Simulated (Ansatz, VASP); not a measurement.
# Hf: VASP beside Ansatz

The input INCAR:

```
PREC     = Accurate       # precision mode
ENCUT    = 520            # plane-wave cutoff, eV
EDIFF    = 1E-6           # SCF threshold, eV
ISMEAR   = 0              # smearing method
SIGMA    = 0.15           # smearing width, eV
LREAL    = F              # projectors in reciprocal space
LASPH    = T              # aspherical terms in the spheres
NELM     = 80             # most SCF steps
ALGO     = Fast           # electronic algorithm
ISIF     = 2              # what is computed and relaxed
LWAVE    = F              # write WAVECAR
LCHARG   = T              # write CHGCAR
GGA      = PS             # functional
LELF     = T              # ELF
LVHAR    = T            
NBANDS   = 17             # bands
```

The input KPOINTS:

```
regular mesh
0
Gamma
  18 18 10
```

File POSCAR:

```
Hf
1.0
    3.1966985242      0.0000000000      0.0000000000
   -1.5983492621      2.7684221302      0.0000000000
    0.0000000000      0.0000000000      5.0578000000
Hf
2
Direct
    0.4903421280      0.7816050816      0.2500000000
    0.6666666667      0.3333333333      0.7500000000
```

Input for Ansatz:

```yaml
crystal:
  lattice:
    - [3.1966985242, 0.0, 0.0]
    - [-1.5983492621, 2.7684221302, 0.0]
    - [0.0, 0.0, 5.0578]
  atoms:
    - { symbol: Hf, position: [0.490342128, 0.7816050816, 0.25] }
    - { symbol: Hf, position: [0.6666666667, 0.3333333333, 0.75] }
basis:
  ecutwfc: 420
kpoints:
  mp_grid: { grid: [18, 18, 10] }
hamiltonian:
  xc: pbesol
scf:
  occupations: { method: gaussian, width: 0.15 }
output:
  forces: true
  stress: true
  eigenvalues: true
```

Alike in both runs: task single point; functional PBEsol; k mesh 18 × 18 × 10; occupations gaussian, width 0.15 eV; no spin polarisation.

|  | VASP | Ansatz |
| --- | --- | --- |
| version | VASP 6.6.1 | Ansatz 0.2.0 |
| potentials or method | VASP PAW PBE potentials, release 64 (Hf_pv), cutoff 520 eV | scalar-relativistic, plane waves, PAW |
| valence electrons in the cell | 20 | 52 |

```tsv
	VASP	Ansatz	Ansatz less VASP
gap on the k mesh at the Fermi level (eV)	none	none	-
pressure (GPa)	-4.6	-4.1	+0.43
traceless stress, the component that is largest in VASP (GPa)	-3.25	-3.32	-0.060
rms of the force components (eV/Å)	0.325	0.322	-0.0025
```

VASP's potentials were made for PBE, not for PBEsol. Atom by atom the forces differ by 0.003 eV/Å (rms over components). A gap of «none» marks a metal or a gap that the smearing closes. VASP's potentials hold 20 valence electrons a cell and Ansatz's 52, so a difference there can come from the potentials and not from the codes.

Spin-orbit coupling is off throughout.
